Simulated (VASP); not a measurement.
A run of VASP 6.6.1 is set up as follows.

Contents of INCAR:

```
SYSTEM = MgCdSe2
PREC = Accurate ; ENCUT = 520
EDIFF = 1E-6 ; ISMEAR = 0
SIGMA = 0.02 ; LREAL = .FALSE.
LASPH = .TRUE. ; NELM = 80
ALGO = Normal ; ISIF = 2
LWAVE = .FALSE. ; LCHARG = .FALSE.
GGA = PE ; NBANDS = 21
```

The input KPOINTS:

```
regular mesh
0
G
  12 12 12
  0 0 0
```

File POSCAR:

```
MgCdSe2
1.0
    1.9916188137      1.1498616583      6.4992429807
   -1.9916188137      1.1498616583      6.4992429807
    0.0000000000     -2.2997233165      6.4992429807
Mg Cd Se
1 1 2
Direct
    0.5000000000      0.5000000000      0.5000000000
    0.0000000000      0.0000000000      0.0000000000
    0.2465280611      0.2465280611      0.2465280611
    0.7534719389      0.7534719389      0.7534719389
```

Potentials or basis: VASP PAW PBE potentials, release 64 (Mg, Cd, Se).

The run is started by

```bash
$ cat potpaw_PBE.64/Mg/POTCAR potpaw_PBE.64/Cd/POTCAR potpaw_PBE.64/Se/POTCAR > POTCAR
$ mpirun -np 1 vasp_std > vasp.out
```

(1) What does it give for the band gap on the k mesh?

(2) Estimate the largest force.

(3) Estimate the pressure.

Results:

(1) 0.57 eV (least direct gap 0.78 eV).

(2) 0.042 eV/Å.

(3) 0.1 GPa.

Caveat: semilocal functionals underestimate gaps, and a narrow one can read as zero.
